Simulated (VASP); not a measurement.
Wanted: the native input for a VASP 6.6.1 run.

* Task: single point
* Functional: PBE
* Potentials or basis: VASP PAW PBE potentials, release 64 (Al, N)
* Cutoff: 520 eV
* k mesh: 6 × 6 × 6
* Occupations: gaussian, width 0.01 eV
* Spin: no spin polarisation
* Dipole correction: no
* Further INCAR settings: ALGO = Normal; EDIFF = 1e-07; NBANDS = 11

The structure of AlN lies in POSCAR:

```
AlN
1.0
    0.0000000000      2.1848764128      2.1848764128
    2.1848764128      0.0000000000      2.1848764128
    2.1848764128      2.1848764128      0.0000000000
Al N
1 1
Direct
    0.0000000000      0.0000000000      0.0000000000
    0.2500000000      0.2500000000      0.2500000000
```

One way to write it, as run:

INCAR

```
  PREC = Accurate
  ENCUT = 520
  EDIFF = 1E-7
  ISMEAR = 0
  SIGMA = 0.01
  LREAL = F
  LASPH = T
  NELM = 100
  ALGO = Normal
  ISIF = 2
  LWAVE = F
  LCHARG = F
  GGA = PE
  NBANDS = 11
```

KPOINTS

```
regular mesh
0
Gamma
  6 6 6
```

Potentials or basis: VASP PAW PBE potentials, release 64 (Al, N).

Command:

```bash
$ cat potpaw_PBE.64/Al/POTCAR potpaw_PBE.64/N/POTCAR > POTCAR
$ mpirun -np 1 vasp_std > vasp.out
```

Results of the run:

- Pressure: 4.3 GPa
- Band gap on the k mesh: 3.32 eV, indirect (least direct gap 4.18 eV)

It took 5.6 s on 1 thread of Intel Xeon 6975P-C, on a shared host, peak memory 0.13 GiB.
